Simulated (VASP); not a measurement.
A run of VASP 6.6.1:

The input INCAR:

```
PREC     = Accurate       # precision mode
ENCUT    = 520            # plane-wave cutoff, eV
EDIFF    = 1E-6           # SCF threshold, eV
ISMEAR   = -1             # smearing method
SIGMA    = 0.15           # smearing width, eV
LREAL    = F              # projectors in reciprocal space
LASPH    = T              # aspherical terms in the spheres
NELM     = 80             # most SCF steps
ALGO     = Fast           # electronic algorithm
ISIF     = 2              # what is computed and relaxed
LWAVE    = F              # write WAVECAR
LCHARG   = F              # write CHGCAR
GGA      = CA             # functional
NBANDS   = 10             # bands
```

The input KPOINTS:

```
Automatic mesh
0
Gamma
  18 18 10
```

The input POSCAR:

```
Al
1.0
    2.7988393280      0.0000000000      0.0000000000
   -1.3994196640      2.4238659592      0.0000000000
    0.0000000000      0.0000000000      4.6097386729
Al
2
Direct
    0.6666666667      0.3333333333      0.7500000000
    0.3333333333      0.6666666667      0.2500000000
```

Potentials or basis: VASP PAW LDA potentials, release 64 (Al).

Command:

```bash
$ cat potpaw_LDA.64/Al/POTCAR > POTCAR
$ mpirun -np 1 vasp_std > vasp.out
```

Hardware: 1 thread of Intel Xeon 8259CL (shared host).

Task: Estimate the wall time of this run.

Result: Wall time 38 s on 1 thread of Intel Xeon 8259CL, with other jobs on the host, peak memory 0.17 GiB. Counts: scf iterations 10, k points 222.
